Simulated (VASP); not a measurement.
# FeI3 (Pm-3m) in VASP: further runs

Runs on FeI3. Level: PBE. Tasks: single point.

All numbers are computed with VASP 6.6.1; they aren't measurements. Logs are shortened: lines on timing, memory, paths and dates and some standing lists are left out, and cuts for length are marked.

**1. The cell of the first run**

It takes space group Pm-3m (No. 221, cubic). The conventional cell has a = 5.516 Å, b = 5.516 Å, c = 5.516 Å, α = 90.00°, β = 90.00°, γ = 90.00°. Fe (site symmetry m-3m) has 6 I at 2.76 Å within 3.6 Å. Within 3.6 Å of I (site symmetry 4/mmm) lie 2 Fe at 2.76 Å.

**2. Single point, PBE**

INCAR

```
SYSTEM = FeI3
PREC     = Accurate       ! precision mode
ENCUT    = 520            ! plane-wave cutoff, eV
EDIFF    = 1E-6           ! SCF threshold, eV
ISMEAR   = 0              ! smearing method
SIGMA    = 0.05           ! smearing width, eV
LREAL    = .False.        ! projectors in reciprocal space
LASPH    = .True.         ! aspherical terms in the spheres
NELM     = 80             ! most SCF steps
ALGO     = Normal         ! electronic algorithm
ISIF     = 2              ! what is computed and relaxed
LWAVE    = .False.        ! write WAVECAR
LCHARG   = .True.         ! write CHGCAR
GGA      = PE             ! functional
LELF     = .True.         ! ELF
LVHAR    = .True.       
NBANDS   = 22             ! bands
```

KPOINTS

```
regular mesh
0
Gamma
  6 6 6
  0 0 0
```

POSCAR

```
FeI3
1.0
    5.5163773291      0.0000000000      0.0000000000
    0.0000000000      5.5163773291      0.0000000000
    0.0000000000      0.0000000000      5.5163773291
Fe I
1 3
Direct
    0.0000000000      0.0000000000      0.0000000000
    0.5000000000      0.0000000000      0.0000000000
    0.0000000000      0.0000000000      0.5000000000
    0.0000000000      0.5000000000      0.0000000000
```

Potentials or basis: VASP PAW PBE potentials, release 64 (Fe, I).

Launch:

```
> cat potpaw_PBE.64/Fe/POTCAR potpaw_PBE.64/I/POTCAR > POTCAR
> mpirun -np 1 vasp_std > vasp.out
```

OUTCAR:

```text
SYSTEM = FeI3
   PREC = Accurate
   ENCUT = 520
   EDIFF = 1E-6
   ISMEAR = 0
   LREAL = .False.
   LASPH = .True.
   NELM = 80
   ISIF = 2
   GGA = PE

 ion  position               nearest neighbor table
   1  0.000  0.000  0.000-   2 2.76   3 2.76   4 2.76   3 2.76   4 2.76   2 2.76
   2  0.500  0.000  0.000-   1 2.76   1 2.76
   3  0.000  0.000  0.500-   1 2.76   1 2.76
   4  0.000  0.500  0.000-   1 2.76   1 2.76

  LATTYP: Found a simple cubic cell.
 ALAT       =     5.5163773291

  Lattice vectors:

 A1 = (   5.5163773291,   0.0000000000,   0.0000000000)
 A2 = (   0.0000000000,   5.5163773291,   0.0000000000)
 A3 = (   0.0000000000,   0.0000000000,   5.5163773291)

Analysis of symmetry for initial positions (statically):
=====================================================================
 Subroutine PRICEL returns:
 Original cell was already a primitive cell.

 Routine SETGRP: Setting up the symmetry group for a
 simple cubic supercell.

 Subroutine GETGRP returns: Found 48 space group operations
 (whereof 48 operations were pure point group operations)
 out of a pool of 48 trial point group operations.

The static configuration has the point symmetry O_h .

Analysis of symmetry for dynamics (positions and initial velocities):
=====================================================================
 Subroutine PRICEL returns:
 Original cell was already a primitive cell.

 Routine SETGRP: Setting up the symmetry group for a
 simple cubic supercell.

 Subroutine GETGRP returns: Found 48 space group operations
 (whereof 48 operations were pure point group operations)
 out of a pool of 48 trial point group operations.

The dynamic configuration has the point symmetry O_h .

 Subroutine INISYM returns: Found 48 space group operations
 (whereof 48 operations are pure point group operations),
 and found     1 'primitive' translations

----------------------------------------------------------------------------------------

                                     Primitive cell

  volume of cell :     167.8657

  direct lattice vectors                    reciprocal lattice vectors
     5.516377329  0.000000000  0.000000000     0.181278390  0.000000000  0.000000000
     0.000000000  5.516377329  0.000000000     0.000000000  0.181278390  0.000000000
     0.000000000  0.000000000  5.516377329     0.000000000  0.000000000  0.181278390

  length of vectors
     5.516377329  5.516377329  5.516377329     0.181278390  0.181278390  0.181278390

  position of ions in fractional coordinates (direct lattice)
     0.000000000  0.000000000  0.000000000
     0.500000000  0.000000000  0.000000000
     0.000000000  0.000000000  0.500000000
     0.000000000  0.500000000  0.000000000

  ion indices of the primitive-cell ions
   primitive index   ion index
                 1           1
                 2           2
                 3           3
                 4           4

----------------------------------------------------------------------------------------

 KPOINTS: regular mesh

Automatic generation of k-mesh.
 Grid dimensions read from file:
 generate k-points for:    6    6    6

 Generating k-lattice:

  Cartesian coordinates                     Fractional coordinates (reciprocal lattice)
     0.030213065  0.000000000  0.000000000     0.166666667  0.000000000  0.000000000
     0.000000000  0.030213065  0.000000000     0.000000000  0.166666667  0.000000000
     0.000000000  0.000000000  0.030213065     0.000000000  0.000000000  0.166666667

  Length of vectors
     0.030213065  0.030213065  0.030213065

  Shift w.r.t. Gamma in fractional coordinates (k-lattice)
     0.000000000  0.000000000  0.000000000

 Subroutine IBZKPT returns following result:
 ===========================================

 Found     20 irreducible k-points:

 Following reciprocal coordinates:
            Coordinates               Weight
  0.000000  0.000000  0.000000      1.000000
  0.166667  0.000000  0.000000      6.000000
  0.333333  0.000000  0.000000      6.000000
  0.500000  0.000000  0.000000      3.000000
  0.166667  0.166667  0.000000     12.000000
  0.333333  0.166667  0.000000     24.000000
[... 12 lines left out ...]
  0.500000  0.500000  0.333333      6.000000
  0.500000  0.500000  0.500000      1.000000
   k-points           NKPTS =     20   k-points in BZ     NKDIM =     20   number of bands    NBANDS=     22
   number of dos      NEDOS =    301   number of ions     NIONS =      4
   total plane-waves  NPLWV =  74088
   dimension x,y,z NGX =    42 NGY =   42 NGZ =   42
   dimension x,y,z NGXF=    84 NGYF=   84 NGZF=   84
   ions per type =               1   3
   NGX,Y,Z   is equivalent  to a cutoff of  12.66, 12.66, 12.66 a.u.
   NGXF,Y,Z  is equivalent  to a cutoff of  25.31, 25.31, 25.31 a.u.
 SYSTEM =  FeI3
   PREC   = accura    normal or accurate (medium, high low for compatibility)
   ISTART =      0    job   : 0-new  1-cont  2-samecut
   ICHARG =      2    charge: 1-file 2-atom 10-const
   ISPIN  =      1    spin polarized calculation?
   LNONCOLLINEAR =      F non collinear calculations
   LSORBIT =      F    spin-orbit coupling
   LASPH  =      T    aspherical Exc in radial PAW
   ENCUT  =  520.0 eV  38.22 Ry    6.18 a.u.  10.26 10.26 10.26*2*pi/ulx,y,z
   NELM   =     80;   NELMIN=  2; NELMDL= -5     # of ELM steps
   EDIFF  = 0.1E-05   stopping-criterion for ELM
   LREAL  =      F    real-space projection
   EDIFFG = 0.1E-04   stopping-criterion for IOM
   NSW    =      0    number of steps for IOM
   IBRION =     -1    ionic relax: 0-MD 1-quasi-New 2-CG
   NFREE  =      0    steps in history (QN), initial steepest desc. (CG)
   ISIF   =      2    stress and relaxation
   ISYM   =      2    0-nonsym 1-usesym 2-fastsym
   POTIM  = 0.5000    time-step for ionic-motion
   TEBEG  =    0.0;   TEEND  =   0.0 temperature during run
   PSTRESS=    0.0 pullay stress
   NELECT =      29.0000    total number of electrons
   NUPDOWN=      -1.0000    fix difference up-down
   EMIN   =  10.00;   EMAX   =-10.00  energy-range for DOS
   EFERMI =   0.00;   METHOD = LEGACY
   ISMEAR =     0;   SIGMA  =   0.05  broadening in eV -4-tet -1-fermi 0-gaus
   EFERMI_NEDOS =   21; number of points for ismear=-14 and -15
   IALGO  =     38    algorithm
   IMIX   =      4    mixing-type and parameters
     AMIX     =   0.40;   BMIX     =  1.00
     AMIX_MAG =   1.60;   BMIX_MAG =  1.00
  volume/ion in A,a.u.               =      41.97       283.20
  Fermi-wavevector in a.u.,A,eV,Ry     =   0.911773  1.723002 11.310939  0.831331
  Thomas-Fermi vector in A             =   2.036092
   LORBIT       =      0    0 simple, 1 ext, 2 COOP (PROOUT), +10 PAW based schemes
   GGA     = PE    functional components
   LHFCALC =     F    Hartree Fock is set to
   AEXX    =    0.0000 exact exchange contribution
   IVDW    =     0    specifies the selected vdW correction
   LEPSILON=     F    determine dielectric tensor
   LRPA    =     F    only Hartree local field effects (RPA)
 non-spin polarized calculation
 Gauss-broadening in eV      SIGMA  =   0.05
  energy-cutoff  :      520.00
  volume of cell :      167.87
 maximum number of plane-waves:      4632
 NGX is ok and might be reduce to    42
   NGX = 21   NGY = 21   NGZ = 21

 number of electron      28.9999996 magnetization

 Free energy of the ion-electron system (eV)
  ---------------------------------------------------
  ext. energy  EPLUGINS =         0.00000000
  ---------------------------------------------------
  free energy    TOTEN  =       -11.08795745 eV

  energy without entropy =      -11.06123250  energy(sigma->0) =      -11.07459497

 E-fermi :   1.3241     XC(G=0):  -7.4721

 val. band max:        1.3143166740   @ k =   0.5000   0.3333   0.0000
 cond. band min:       1.3254950691   @ k =   0.3333   0.3333   0.0000
 fundamental gap:      0.0111783951
 Fermi energy:         1.3241209013

 k-point     1 :       0.0000    0.0000    0.0000
  band No.  band energies     occupation
      1     -11.3713      2.00000
      2     -10.2905      2.00000
      3     -10.2905      2.00000
      4      -2.2393      2.00000
      5      -2.2393      2.00000
      6      -2.2393      2.00000
[... 14 lines left out ...]
     21       7.8599      0.00000
     22       8.1330      0.00000

 k-point     2 :       0.1667    0.0000    0.0000
  band No.  band energies     occupation
      1     -11.3137      2.00000
      2     -10.3515      2.00000
      3     -10.2883      2.00000
      4      -2.2856      2.00000
      5      -2.1759      2.00000
      6      -2.1759      2.00000
[... 14 lines left out ...]
     21       8.2103      0.00000
     22       8.2283      0.00000

 k-point     3 :       0.3333    0.0000    0.0000
  band No.  band energies     occupation
      1     -11.1667      2.00000
      2     -10.5056      2.00000
      3     -10.2839      2.00000
      4      -2.3597      2.00000
      5      -2.0208      2.00000
      6      -2.0208      2.00000
[... 14 lines left out ...]
     21       8.4042      0.00000
     22       8.9942      0.00000

 k-point     4 :       0.5000    0.0000    0.0000
  band No.  band energies     occupation
      1     -11.0565      2.00000
      2     -10.6196      2.00000
      3     -10.2816      2.00000
      4      -2.3874      2.00000
      5      -1.9191      2.00000
      6      -1.9191      2.00000
[... 14 lines left out ...]
     21       8.5359      0.00000
     22       9.2256      0.00000

 k-point     5 :       0.1667    0.1667    0.0000
  band No.  band energies     occupation
      1     -11.2571      2.00000
      2     -10.3737      2.00000
      3     -10.3199      2.00000
      4      -2.4790      2.00000
      5      -2.1115      2.00000
      6      -1.9950      2.00000
[... 317 lines left out ...]
 k-point    18 :       0.5000    0.3333    0.3333
  band No.  band energies     occupation
      1     -10.7160      2.00000
      2     -10.5938      2.00000
      3     -10.5140      2.00000
      4      -3.8521      2.00000
      5      -1.5872      2.00000
      6      -1.5425      2.00000
[... 14 lines left out ...]
     21       7.8889      0.00000
     22       8.7632      0.00000

 k-point    19 :       0.5000    0.5000    0.3333
  band No.  band energies     occupation
      1     -10.6138      2.00000
      2     -10.5895      2.00000
      3     -10.5895      2.00000
      4      -4.0372      2.00000
      5      -1.7172      2.00000
      6      -1.5516      2.00000
[... 14 lines left out ...]
     21       7.0943      0.00000
     22       9.5636      0.00000

 k-point    20 :       0.5000    0.5000    0.5000
  band No.  band energies     occupation
      1     -10.5852      2.00000
      2     -10.5852      2.00000
      3     -10.5852      2.00000
      4      -4.2331      2.00000
      5      -1.7070      2.00000
      6      -1.7070      2.00000
[... 14 lines left out ...]
     21       6.4927      0.00000
     22      10.2038      0.00000

------------------------ aborting loop because EDIFF is reached ----------------------------------------

  FORCE on cell =-STRESS in cart. coord.  units (eV):
  Direction    XX          YY          ZZ          XY          YZ          ZX
  --------------------------------------------------------------------------------------
  -------------------------------------------------------------------------------------
  Total       -2.6509890     -2.6509890     -2.6509890      0.0000000     -0.0000000      0.0000000
  in kB      -25.3021031    -25.3021031    -25.3021031      0.0000000     -0.0000000      0.0000000
  external PRESSURE =     -25.3021031 kB  Pullay stress =       0.0000000 kB

 VOLUME and BASIS-vectors are now :
 -----------------------------------------------------------------------------
  energy-cutoff  :      520.00
  volume of cell :      167.87
      direct lattice vectors                 reciprocal lattice vectors
     5.516377329  0.000000000  0.000000000     0.181278390  0.000000000  0.000000000
     0.000000000  5.516377329  0.000000000     0.000000000  0.181278390  0.000000000
     0.000000000  0.000000000  5.516377329     0.000000000  0.000000000  0.181278390

 POSITION                                       TOTAL-FORCE (eV/Angst)
 -----------------------------------------------------------------------------------
      0.00000      0.00000      0.00000         0.000000      0.000000      0.000000
      2.75819      0.00000      0.00000         0.000000      0.000000      0.000000
      0.00000      0.00000      2.75819         0.000000      0.000000      0.000000
      0.00000      2.75819      0.00000         0.000000      0.000000      0.000000
 -----------------------------------------------------------------------------------
    total drift:                               -0.000000     -0.000000     -0.000000

  FREE ENERGIE OF THE ION-ELECTRON SYSTEM (eV)
  ---------------------------------------------------
  free  energy   TOTEN  =       -11.0879574478 eV

  energy  without entropy=      -11.0612325015  energy(sigma->0) =      -11.07459497
```

Run time: 42 s. Hardware: 1 thread of Intel Xeon 6975P-C (Granite Rapids), shared host; peak memory 0.28 GiB.

What came out:

| Item | Value |
| --- | --- |
| Free energy | -11.0880 eV |
| Pressure | -2.5 GPa |
| Band gap on the k mesh | zero (an odd number of electrons rules out a gap without spin polarisation) |

Levels at points of the mesh, in eV from the Fermi level:
```csv
k point,band 12,band 13,band 14,band 15,band 16,band 17
"(0.00, 0.00, 0.00)",-0.67,-0.49,-0.49,-0.49,-0.41,-0.41
"(0.50, 0.00, 0.00)",-0.67,-0.67,-0.41,0.06,0.06,0.10
"(0.50, 0.50, 0.00)",-0.25,-0.02,0.07,0.07,0.07,2.01
"(0.50, 0.50, 0.50)",-0.01,0.08,0.08,0.08,2.02,2.02
```

Caveat: spin-orbit coupling is left out, which moves the levels of the heavy elements; an odd number of electrons without spin polarisation forces a metal; a magnetic or distorted state may lie lower; the run has no spin polarisation, though such a crystal can be magnetic; semilocal functionals often make such compounds metallic where correlation or magnetic order opens a gap, which also shifts bond lengths.

**3. Single point, PBE, collinear spin, ferromagnetic start (41.97 Å³/atom)**

INCAR

```
ALGO     = Normal         # electronic algorithm
EDIFF    = 1E-6           # SCF threshold, eV
ENCUT    = 520            # plane-wave cutoff, eV
GGA      = PE             # functional
ISIF     = 2              # what is computed and relaxed
ISMEAR   = 0              # smearing method
ISPIN    = 2              # spin polarisation
LASPH    = T              # aspherical terms in the spheres
LCHARG   = T              # write CHGCAR
LELF     = T              # ELF
LMAXMIX  = 4              # l up to which the mixer works
LORBIT   = 11             # projections on sites
LREAL    = F              # projectors in reciprocal space
LVHAR    = T            
LWAVE    = F              # write WAVECAR
MAGMOM   = 3.53 0 0 0     # initial moments
NBANDS   = 26             # bands
NELM     = 150            # most SCF steps
PREC     = Accurate       # precision mode
SIGMA    = 0.05           # smearing width, eV
```

KPOINTS

```
k-points
0
Gamma
  6 6 6
```

POSCAR is that of step 2.

Potentials or basis: VASP PAW PBE potentials, release 64 (Fe, I).

Launch:

```
> cat potpaw_PBE.64/Fe/POTCAR potpaw_PBE.64/I/POTCAR > POTCAR
> mpirun -np 1 vasp_std > vasp.out
```

Wall time 84 s (1 thread of Intel Xeon 6975P-C (Granite Rapids), shared host); peak memory 0.38 GiB.

The run converged. Its results:

| Property | Result |
| --- | --- |
| Free energy | -12.3884 eV |
| Pressure | -0.1 GPa |
| Net moment | 3.97 μB per cell |
| Site moments | Fe +3.17; I +0.15 μB |
| Valence electrons inside the program's atomic spheres | Fe 6.66; I 4.27 |

Levels at points of the mesh, in eV from the Fermi level:
Spin up:
| k point | band 12 | band 13 | band 14 | band 15 | band 16 | band 17 | band 18 | band 19 | band 20 | band 21 |
| --- | --- | --- | --- | --- | --- | --- | --- | --- | --- | --- |
| (0.00, 0.00, 0.00) | -1.15 | -1.15 | -1.15 | -0.70 | -0.70 | -0.70 | 0.85 | 4.61 | 6.31 | 6.31 |
| (0.50, 0.00, 0.00) | -1.84 | -1.39 | -1.31 | -1.31 | -0.87 | -0.87 | 4.02 | 5.53 | 5.95 | 6.68 |
| (0.50, 0.50, 0.00) | -1.74 | -1.74 | -1.28 | -1.28 | -0.11 | 0.63 | 5.31 | 5.31 | 5.90 | 6.55 |
| (0.50, 0.50, 0.50) | -2.14 | -0.10 | -0.10 | -0.10 | 0.65 | 0.65 | 4.59 | 4.59 | 4.59 | 4.66 |
Spin down:
```csv
k point,band 9,band 10,band 11,band 12,band 13,band 14,band 15,band 16
"(0.00, 0.00, 0.00)",-0.95,-0.54,-0.54,-0.54,-0.43,-0.43,-0.28,-0.28
"(0.50, 0.00, 0.00)",-1.89,-1.19,-0.69,-0.69,-0.42,-0.27,0.07,0.44
"(0.50, 0.50, 0.00)",-1.87,-1.55,-1.55,-0.26,0.10,0.41,0.45,0.45
"(0.50, 0.50, 0.50)",-2.95,0.11,0.11,0.11,0.42,0.42,0.42,2.02
```

Caveat: spin-orbit coupling is left out, which moves the levels of the heavy elements; semilocal functionals often make such compounds metallic where correlation or magnetic order opens a gap, which also shifts bond lengths.

**4. Single point, PBE, collinear spin, ferromagnetic start**

INCAR

```
SYSTEM = FeI3
  PREC = Accurate
  ENCUT = 520
  EDIFF = 1E-6
  ISMEAR = 0
  SIGMA = 0.05
  LREAL = .False.
  LASPH = .True.
  NELM = 150
  ALGO = Normal
  ISIF = 2
  LWAVE = .False.
  LCHARG = .False.
  ISPIN = 2
  MAGMOM = 0.5 0 0 0
  LORBIT = 11
  LMAXMIX = 4
  GGA = PE
  NBANDS = 26
```

KPOINTS

```
regular mesh
0
Gamma
  6 6 6
  0 0 0
```

POSCAR is that of step 3.

Launch:

```
> cat potpaw_PBE.64/Fe/POTCAR potpaw_PBE.64/I/POTCAR > POTCAR
> mpirun -np 1 vasp_std > vasp.out
```

It took 88 s on 1 thread of Intel Xeon 6975P-C (Granite Rapids), shared host; peak memory 0.38 GiB.

It converged, with:

```
Free energy                                           : -12.3884 eV
Pressure                                              : -0.1 GPa
Net moment                                            : 3.97 μB per cell
Site moments                                          : Fe +3.17; I +0.15 μB
Valence electrons inside the program's atomic spheres : Fe 6.66; I 4.27
```

Levels at points of the mesh, in eV from the Fermi level:
Spin up:
```tsv
k point	band 12	band 13	band 14	band 15	band 16	band 17	band 18	band 19	band 20	band 21
(0.00, 0.00, 0.00)	-1.15	-1.15	-1.15	-0.70	-0.70	-0.70	0.85	4.61	6.31	6.31
(0.50, 0.00, 0.00)	-1.84	-1.38	-1.31	-1.31	-0.87	-0.87	4.02	5.53	5.95	6.68
(0.50, 0.50, 0.00)	-1.74	-1.74	-1.28	-1.28	-0.11	0.63	5.31	5.31	5.90	6.55
(0.50, 0.50, 0.50)	-2.14	-0.10	-0.10	-0.10	0.65	0.65	4.59	4.59	4.59	4.66
```
Spin down:
```
           k point  band 8  band 9  band 10  band 11  band 12  band 13  band 14  band 15  band 16  band 17
(0.00, 0.00, 0.00)   -0.95   -0.95    -0.54    -0.54    -0.54    -0.43    -0.43    -0.28    -0.28    -0.28
(0.50, 0.00, 0.00)   -1.89   -1.89    -1.19    -0.69    -0.69    -0.42    -0.27     0.07     0.44     0.44
(0.50, 0.50, 0.00)   -1.87   -1.87    -1.55    -1.55    -0.26     0.10     0.41     0.45     0.45     2.00
(0.50, 0.50, 0.50)   -2.95   -2.95     0.11     0.11     0.11     0.42     0.42     0.42     2.02     2.02
```

Caveat: spin-orbit coupling is left out, which moves the levels of the heavy elements; semilocal functionals often make such compounds metallic where correlation or magnetic order opens a gap, which also shifts bond lengths.
